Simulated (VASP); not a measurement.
# GaSb (rocksalt type) (Fm-3m) in VASP: a series of runs

The runs below take GaSb (rocksalt type) through single point, relaxation of cell and atoms, with PBE.

All numbers are computed with VASP 6.6.1; they aren't measurements. Logs are shortened: lines on timing, memory, paths and dates and some standing lists are left out, and cuts for length are marked.

**1. The cell of the first run**

Symmetry: Fm-3m, No. 225, cubic system. The conventional cell has a = 5.797 Å, b = 5.797 Å, c = 5.797 Å, α = 90.00°, β = 90.00°, γ = 90.00°. Ga (site symmetry m-3m) has 6 Sb at 2.90 Å within 3.8 Å. Sb (site symmetry m-3m) has 6 Ga at 2.90 Å within 3.8 Å.

**2. Single point, PBE**

Contents of INCAR:

```
ALGO = Normal
EDIFF = 1E-6
ENCUT = 520
GGA = PE
ISIF = 2
ISMEAR = -1
LASPH = True
LCHARG = False
LREAL = False
LWAVE = False
NBANDS = 16
NELM = 100
PREC = Accurate
SIGMA = 0.05
```

Contents of KPOINTS:

```
k-points
0
Gamma
  13 13 13
```

Contents of POSCAR:

```
GaSb
1.0
    0.0000000000      2.8985949247      2.8985949247
    2.8985949247      0.0000000000      2.8985949247
    2.8985949247      2.8985949247      0.0000000000
Ga Sb
1 1
Direct
    0.0000000000      0.0000000000      0.0000000000
    0.5000000000      0.5000000000      0.5000000000
```

Potentials or basis: VASP PAW PBE potentials, release 64 (Ga_d, Sb).

Launch:

```bash
$ cat potpaw_PBE.64/Ga_d/POTCAR potpaw_PBE.64/Sb/POTCAR > POTCAR
$ mpirun -np 1 vasp_std > vasp.out
```

OUTCAR:

```text
EDIFF = 1E-6
   ENCUT = 520
   GGA = PE
   ISIF = 2
   ISMEAR = -1
   LASPH = True
   LREAL = False
   NELM = 100
   PREC = Accurate

 ion  position               nearest neighbor table
   1  0.000  0.000  0.000-   2 2.90   2 2.90   2 2.90   2 2.90   2 2.90   2 2.90
   2  0.500  0.500  0.500-   1 2.90   1 2.90   1 2.90   1 2.90   1 2.90   1 2.90

  LATTYP: Found a face centered cubic cell.
 ALAT       =     5.7971898494

  Lattice vectors:

 A1 = (   0.0000000000,   2.8985949247,   2.8985949247)
 A2 = (   2.8985949247,   0.0000000000,   2.8985949247)
 A3 = (   2.8985949247,   2.8985949247,   0.0000000000)

Analysis of symmetry for initial positions (statically):
=====================================================================
 Subroutine PRICEL returns:
 Original cell was already a primitive cell.

 Routine SETGRP: Setting up the symmetry group for a
 face centered cubic supercell.

 Subroutine GETGRP returns: Found 48 space group operations
 (whereof 48 operations were pure point group operations)
 out of a pool of 48 trial point group operations.

The static configuration has the point symmetry O_h .

Analysis of symmetry for dynamics (positions and initial velocities):
=====================================================================
 Subroutine PRICEL returns:
 Original cell was already a primitive cell.

 Routine SETGRP: Setting up the symmetry group for a
 face centered cubic supercell.

 Subroutine GETGRP returns: Found 48 space group operations
 (whereof 48 operations were pure point group operations)
 out of a pool of 48 trial point group operations.

The dynamic configuration has the point symmetry O_h .

 Subroutine INISYM returns: Found 48 space group operations
 (whereof 48 operations are pure point group operations),
 and found     1 'primitive' translations

----------------------------------------------------------------------------------------

                                     Primitive cell

  volume of cell :      48.7071

  direct lattice vectors                    reciprocal lattice vectors
     0.000000000  2.898594925  2.898594925    -0.172497370  0.172497370  0.172497370
     2.898594925  0.000000000  2.898594925     0.172497370 -0.172497370  0.172497370
     2.898594925  2.898594925  0.000000000     0.172497370  0.172497370 -0.172497370

  length of vectors
     4.099232254  4.099232254  4.099232254     0.298774208  0.298774208  0.298774208

  position of ions in fractional coordinates (direct lattice)
     0.000000000  0.000000000  0.000000000
     0.500000000  0.500000000  0.500000000

  ion indices of the primitive-cell ions
   primitive index   ion index
                 1           1
                 2           2

----------------------------------------------------------------------------------------

 KPOINTS: k-points

Automatic generation of k-mesh.
 Grid dimensions read from file:
 generate k-points for:   13   13   13

 Generating k-lattice:

  Cartesian coordinates                     Fractional coordinates (reciprocal lattice)
    -0.013269028  0.013269028  0.013269028     0.076923077  0.000000000  0.000000000
     0.013269028 -0.013269028  0.013269028     0.000000000  0.076923077  0.000000000
     0.013269028  0.013269028 -0.013269028     0.000000000  0.000000000  0.076923077

  Length of vectors
     0.022982631  0.022982631  0.022982631

  Shift w.r.t. Gamma in fractional coordinates (k-lattice)
     0.000000000  0.000000000  0.000000000

 Subroutine IBZKPT returns following result:
 ===========================================

 Found     84 irreducible k-points:

 Following reciprocal coordinates:
            Coordinates               Weight
  0.000000  0.000000  0.000000      1.000000
  0.076923  0.000000  0.000000      8.000000
  0.153846  0.000000  0.000000      8.000000
  0.230769  0.000000  0.000000      8.000000
  0.307692  0.000000  0.000000      8.000000
  0.384615  0.000000  0.000000      8.000000
[... 16 lines left out ...]
  0.384615  0.153846  0.000000     24.000000
  0.461538  0.153846  0.000000     24.000000
 [... further k-points ...]
   k-points           NKPTS =     84   k-points in BZ     NKDIM =     84   number of bands    NBANDS=     16
   number of dos      NEDOS =    301   number of ions     NIONS =      2
   total plane-waves  NPLWV =  27000
   dimension x,y,z NGX =    30 NGY =   30 NGZ =   30
   dimension x,y,z NGXF=    60 NGYF=   60 NGZF=   60
   ions per type =               1   1
   NGX,Y,Z   is equivalent  to a cutoff of  12.17, 12.17, 12.17 a.u.
   NGXF,Y,Z  is equivalent  to a cutoff of  24.33, 24.33, 24.33 a.u.
 SYSTEM =  unknown system
   PREC   = accura    normal or accurate (medium, high low for compatibility)
   ISTART =      0    job   : 0-new  1-cont  2-samecut
   ICHARG =      2    charge: 1-file 2-atom 10-const
   ISPIN  =      1    spin polarized calculation?
   LNONCOLLINEAR =      F non collinear calculations
   LSORBIT =      F    spin-orbit coupling
   LASPH  =      T    aspherical Exc in radial PAW
   ENCUT  =  520.0 eV  38.22 Ry    6.18 a.u.   7.62  7.62  7.62*2*pi/ulx,y,z
   NELM   =    100;   NELMIN=  2; NELMDL= -5     # of ELM steps
   EDIFF  = 0.1E-05   stopping-criterion for ELM
   LREAL  =      F    real-space projection
   EDIFFG = 0.1E-04   stopping-criterion for IOM
   NSW    =      0    number of steps for IOM
   IBRION =     -1    ionic relax: 0-MD 1-quasi-New 2-CG
   NFREE  =      0    steps in history (QN), initial steepest desc. (CG)
   ISIF   =      2    stress and relaxation
   ISYM   =      2    0-nonsym 1-usesym 2-fastsym
   POTIM  = 0.5000    time-step for ionic-motion
   TEBEG  =    0.0;   TEEND  =   0.0 temperature during run
   PSTRESS=    0.0 pullay stress
   NELECT =      18.0000    total number of electrons
   NUPDOWN=      -1.0000    fix difference up-down
   EMIN   =  10.00;   EMAX   =-10.00  energy-range for DOS
   EFERMI =   0.00;   METHOD = LEGACY
   ISMEAR =    -1;   SIGMA  =   0.05  broadening in eV -4-tet -1-fermi 0-gaus
   EFERMI_NEDOS =   21; number of points for ismear=-14 and -15
   IALGO  =     38    algorithm
   IMIX   =      4    mixing-type and parameters
     AMIX     =   0.40;   BMIX     =  1.00
     AMIX_MAG =   1.60;   BMIX_MAG =  1.00
  volume/ion in A,a.u.               =      24.35       164.35
  Fermi-wavevector in a.u.,A,eV,Ry     =   1.174811  2.220072 18.778513  1.380182
  Thomas-Fermi vector in A             =   2.311202
   LORBIT       =      0    0 simple, 1 ext, 2 COOP (PROOUT), +10 PAW based schemes
   GGA     = PE    functional components
   LHFCALC =     F    Hartree Fock is set to
   AEXX    =    0.0000 exact exchange contribution
   IVDW    =     0    specifies the selected vdW correction
   LEPSILON=     F    determine dielectric tensor
   LRPA    =     F    only Hartree local field effects (RPA)
 non-spin polarized calculation
  energy-cutoff  :      520.00
  volume of cell :       48.71
 maximum number of plane-waves:      1363
   NGX = 15   NGY = 15   NGZ = 15

 number of electron      18.0000007 magnetization

 Free energy of the ion-electron system (eV)
  ---------------------------------------------------
  ext. energy  EPLUGINS =         0.00000000
  ---------------------------------------------------
  free energy    TOTEN  =        -6.96891468 eV

  energy without entropy =       -6.96139704  energy(sigma->0) =       -6.96515586

 E-fermi :   6.3117     XC(G=0): -10.1558

 val. band max:        6.2504105358   @ k =  -0.4615   0.2308   0.0000
 cond. band min:       6.3454144272   @ k =   0.2308   0.0769   0.0000
 fundamental gap:      0.0950038913
 Fermi energy:         6.3117036782

 k-point     1 :       0.0000    0.0000    0.0000
  band No.  band energies     occupation
      1      -8.5082      2.00000
      2      -8.5082      2.00000
      3      -8.4878      2.00000
      4      -8.4878      2.00000
      5      -8.4878      2.00000
      6      -5.4533      2.00000
[... 8 lines left out ...]
     15      12.6074      0.00000
     16      12.6074      0.00000

 k-point     2 :       0.0769    0.0000    0.0000
  band No.  band energies     occupation
      1      -8.5091      2.00000
      2      -8.5091      2.00000
      3      -8.4878      2.00000
      4      -8.4871      2.00000
      5      -8.4871      2.00000
      6      -5.3795      2.00000
[... 8 lines left out ...]
     15      12.7697      0.00000
     16      12.7697      0.00000

 k-point     3 :       0.1538    0.0000    0.0000
  band No.  band energies     occupation
      1      -8.5118      2.00000
      2      -8.5118      2.00000
      3      -8.4881      2.00000
      4      -8.4852      2.00000
      5      -8.4852      2.00000
      6      -5.1594      2.00000
[... 8 lines left out ...]
     15      13.2182      0.00000
     16      13.2182      0.00000

 k-point     4 :       0.2308    0.0000    0.0000
  band No.  band energies     occupation
      1      -8.5159      2.00000
      2      -8.5159      2.00000
      3      -8.4886      2.00000
      4      -8.4821      2.00000
      5      -8.4821      2.00000
      6      -4.7982      2.00000
[... 8 lines left out ...]
     15      13.9295      0.00000
     16      13.9295      0.00000

 k-point     5 :       0.3077    0.0000    0.0000
  band No.  band energies     occupation
      1      -8.5204      2.00000
      2      -8.5204      2.00000
      3      -8.4892      2.00000
      4      -8.4786      2.00000
      5      -8.4786      2.00000
      6      -4.3098      2.00000
[... 8 lines left out ...]
     15      14.8694      0.00000
     16      14.8694      0.00000

 k-point     6 :       0.3846    0.0000    0.0000
  band No.  band energies     occupation
      1      -8.5242      2.00000
      2      -8.5242      2.00000
      3      -8.4899      2.00000
      4      -8.4757      2.00000
      5      -8.4757      2.00000
      6      -3.7354      2.00000
[... 8 lines left out ...]
     15      16.0054      0.00000
     16      16.0054      0.00000
[... 267 lines left out ...]
 k-point    21 :       0.2308    0.1538    0.0000
  band No.  band energies     occupation
      1      -8.5271      2.00000
      2      -8.5065      2.00000
      3      -8.4908      2.00000
      4      -8.4814      2.00000
      5      -8.4808      2.00000
      6      -4.7925      2.00000
[... 8 lines left out ...]
     15      14.8535      0.00000
     16      14.9146      0.00000

 k-point    22 :       0.3077    0.1538    0.0000
  band No.  band energies     occupation
      1      -8.5331      2.00000
      2      -8.5094      2.00000
      3      -8.4906      2.00000
      4      -8.4794      2.00000
      5      -8.4773      2.00000
      6      -4.3903      2.00000
[... 8 lines left out ...]
     15      15.7061      0.00000
     16      15.8375      0.00000

 k-point    23 :       0.3846    0.1538    0.0000
  band No.  band energies     occupation
      1      -8.5372      2.00000
      2      -8.5137      2.00000
      3      -8.4898      2.00000
      4      -8.4779      2.00000
      5      -8.4742      2.00000
      6      -3.8750      2.00000
[... 8 lines left out ...]
     15      16.7941      0.00000
     16      16.9262      0.00000

 k-point    24 :       0.4615    0.1538    0.0000
  band No.  band energies     occupation
      1      -8.5387      2.00000
      2      -8.5183      2.00000
      3      -8.4888      2.00000
      4      -8.4769      2.00000
      5      -8.4724      2.00000
      6      -3.3127      2.00000
[... 8 lines left out ...]
     15      18.0326      0.00000
     16      18.0920      0.00000

 [... further k-points ...]
[... 5 lines left out ...]
  --------------------------------------------------------------------------------------
  -------------------------------------------------------------------------------------
  Total        0.0047248      0.0047248      0.0047248      0.0000000      0.0000000     -0.0000000
  in kB        0.1554176      0.1554176      0.1554176      0.0000000      0.0000000     -0.0000000
  external PRESSURE =       0.1554176 kB  Pullay stress =       0.0000000 kB

 VOLUME and BASIS-vectors are now :
 -----------------------------------------------------------------------------
  energy-cutoff  :      520.00
  volume of cell :       48.71
      direct lattice vectors                 reciprocal lattice vectors
     0.000000000  2.898594925  2.898594925    -0.172497370  0.172497370  0.172497370
     2.898594925  0.000000000  2.898594925     0.172497370 -0.172497370  0.172497370
     2.898594925  2.898594925  0.000000000     0.172497370  0.172497370 -0.172497370

 POSITION                                       TOTAL-FORCE (eV/Angst)
 -----------------------------------------------------------------------------------
      0.00000      0.00000      0.00000         0.000000      0.000000      0.000000
      2.89859      2.89859      2.89859         0.000000     -0.000000      0.000000
 -----------------------------------------------------------------------------------
    total drift:                               -0.000000      0.000000      0.000000

  FREE ENERGIE OF THE ION-ELECTRON SYSTEM (eV)
  ---------------------------------------------------
  free  energy   TOTEN  =        -6.9689146817 eV

  energy  without entropy=       -6.9613970446  energy(sigma->0) =       -6.96515586
```

Run time: 85 s. Hardware: 1 thread of Intel Xeon 8259CL, shared host; peak memory 0.22 GiB.

Results:

* Free energy: -6.9689 eV
* Pressure: 0.0 GPa
* Band gap on the k mesh: zero (bands 9 and 10 overlap by 3.15 eV)

Levels at points of the mesh, in eV from the Fermi level:
| k point | band 6 | band 7 | band 8 | band 9 | band 10 | band 11 | band 12 | band 13 |
| --- | --- | --- | --- | --- | --- | --- | --- | --- |
| (0.00, 0.00, 0.00) | -11.77 | -0.27 | 0.14 | 0.14 | 0.14 | 6.15 | 6.15 | 6.15 |

Caveat: spin-orbit coupling is left out, which moves the levels of the heavy elements.

(Continued in part 2 of 2.)

The gap in the log of VASP goes by the Fermi energy; the results here count the filled bands.